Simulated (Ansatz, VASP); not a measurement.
Two plane-wave programs on Ta

```
Ta
1.0
    -1.73119    1.65224    1.65224
     1.65224   -1.73119    1.65224
     1.65224    1.65224   -1.73119
Ta
1
Direct
  0.00000 0.00000 0.00000
```

Alike in both runs: task single point; functional PBEsol; k mesh 22 × 22 × 22; occupations gaussian, width 0.15 eV; no spin polarisation.

|  | VASP | Ansatz |
| --- | --- | --- |
| version | VASP 6.6.1 | Ansatz 0.2.0 |
| potentials or method | VASP PAW PBE potentials, release 64 (Ta_pv), cutoff 520 eV | scalar-relativistic, plane waves, PAW |
| valence electrons in the cell | 11 | 13 |

Ansatz gave:

| Property | Result |
| --- | --- |
| gap on the k mesh at the Fermi level (eV) | none |
| pressure (GPa) | -3.4 |
| traceless stress, the component that is largest in VASP (GPa) | 2.82 |

**Question.** What did VASP give for the same quantities?

**Answer.** gap on the k mesh at the Fermi level (eV): none; pressure (GPa): -3.2; traceless stress, the component that is largest in VASP (GPa): 2.85.

VASP's potentials were made for PBE, not for PBEsol. A gap of «none» marks a metal or a gap that the smearing closes. The functional is the same, so the differences come from potentials, cutoffs and numerics. VASP's potentials hold 11 valence electrons a cell and Ansatz's 13, so a difference there can come from the potentials and not from the codes.

Neither program's run includes spin-orbit coupling.
